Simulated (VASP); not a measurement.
Input of a VASP 6.6.1 run:

The input INCAR:

```
  ALGO = Normal
  EDIFF = 1E-7
  EDIFFG = -0.005
  ENCUT = 600
  GGA = CA
  IBRION = 2
  ISIF = 3
  ISMEAR = -1
  ISPIN = 2
  LASPH = True
  LCHARG = False
  LMAXMIX = 4
  LORBIT = 11
  LREAL = False
  LWAVE = False
  MAGMOM = 1.7 1.7 1.7
  NELM = 150
  NSW = 32
  PREC = Accurate
  PSTRESS = 1000.0
  SIGMA = 0.1
```

The input KPOINTS:

```
k-points
0
Gamma
  10 10 14
```

Contents of POSCAR:

```
Co
1.0
    3.5815496549      0.0000000000      0.0000000000
   -1.7907748275      3.1017129860      0.0000000000
    0.0000000000      0.0000000000      2.1811353630
Co
3
Direct
    0.0000000000      0.0000000000      0.0000000000
    0.3333333333      0.6666666667      0.5000000000
    0.6666666667      0.3333333333      0.5000000000
```

Potentials or basis: VASP PAW LDA potentials, release 64 (Co).

Run with:

```bash
$ cat potpaw_LDA.64/Co/POTCAR > POTCAR
$ mpirun -np 1 vasp_std > vasp.out
```

Predict the space group after relaxing (to 0.05 Å).

P6/mmm (No. 191).

Predict the relaxed volume.

8.02 Å³/atom.

Final structure:
```
Co
1.0
     3.57170    0.00000    0.00000
    -1.78585    3.09318    0.00000
     0.00000    0.00000    2.17756
Co
3
Direct
  0.00000 0.00000 0.00000
  0.33333 0.66667 0.50000
  0.66667 0.33333 0.50000
```

Caveat: the cell is relaxed towards a set pressure, so the enthalpy falls and the energy may rise.
